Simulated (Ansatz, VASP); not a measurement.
One calculation of AlN, two programs

```
Al N
1.0
     3.11300    0.00000    0.00000
    -1.55650    2.69594    0.00000
     0.00000    0.00000    4.98100
Al N
2 2
Direct
  0.66667 0.33333 0.50000
  0.33333 0.66667 0.00000
  0.66667 0.33333 0.88000
  0.33333 0.66667 0.38000
```

Alike in both runs: task relaxation of cell and atoms; functional PBEsol-based screened hybrid with a share of 0.25 of exact exchange and HFSCREEN = 0.207; k mesh 5 × 5 × 3; occupations fermi-dirac, width 0.05 eV; no spin polarisation.

```csv
,VASP,Ansatz
version,VASP 6.6.1,Ansatz 0.2.0
potentials or method,"VASP PAW PBE potentials, release 64 (Al, N)",Ansatz PAW
plane-wave cutoff (eV),600,420
valence electrons in the cell,16,16
```

Ansatz gave:

* gap on the k mesh at the Fermi level, each at its own relaxed structure (eV): 5.68
* relaxed volume (Å³/atom): 10.25
* relaxed length of the cell vector where the two differ most in proportion (Å): 3.094

Question: What did VASP give for the same quantities?

Answer: gap on the k mesh at the Fermi level, each at its own relaxed structure (eV): 5.67; relaxed volume (Å³/atom): 10.25; relaxed length of the cell vector where the two differ most in proportion (Å): 3.094.

VASP's potentials were made for PBE, not for PBEsol-based screened hybrid.

The k mesh is coarse, so the values compare programs but aren't converged. Noted on Ansatz's run: odd divisions of the mesh miss points on the zone boundary, where band edges often lie, so the gap on the mesh can be too wide; the plane-wave basis is chosen anew once the cell has moved, so the energies of steps on either side of that aren't comparable.
